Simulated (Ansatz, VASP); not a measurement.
# Al4GeRu: VASP beside Ansatz

```
CELL_PARAMETERS angstrom
0.00000 3.63704 3.63704
3.63704 0.00000 3.63704
3.63704 3.63704 0.00000
ATOMIC_POSITIONS crystal
Al 0.62562 0.62562 0.62562
Al 0.12315 0.62562 0.62562
Al 0.62562 0.12315 0.62562
Al 0.62562 0.62562 0.12315
Ge 0.25000 0.25000 0.25000
Ru 0.00000 0.00000 0.00000
```

Change from the starting cell: species swapped into the GdInNi4 type (F-43m, No. 216).

Alike in both runs: functional PBE; k mesh 4 × 4 × 4; occupations gaussian, width 0.1 eV; no spin polarisation.

Ansatz relaxed the structure, and its values are those at the end. VASP's run is a single point on that final structure, the one shown.

|  | VASP | Ansatz |
| --- | --- | --- |
| version | VASP 6.6.1 | Ansatz 0.2.0 |
| potentials or method | VASP PAW PBE potentials, release 64 (Al, Ge_d, Ru_pv), cutoff 520 eV | scalar-relativistic, plane waves, PAW |
| valence electrons in the cell | 40 | 42 |

VASP gave:

| Item | Value |
| --- | --- |
| gap on the k mesh at the Fermi level (eV) | none |
| pressure (GPa) | 0.1 |
| rms of the force components (eV/Å) | 0.029 |

Problem. Which values does Ansatz return?

Solution. gap on the k mesh at the Fermi level (eV): none; pressure (GPa): 0.1; rms of the force components (eV/Å): 0.030.

A gap of «none» marks a metal or a gap that the smearing closes. VASP's potentials hold 40 valence electrons a cell and Ansatz's 42, so a difference there can come from the potentials and not from the codes.

The k mesh is coarse, so the values compare programs but aren't converged.
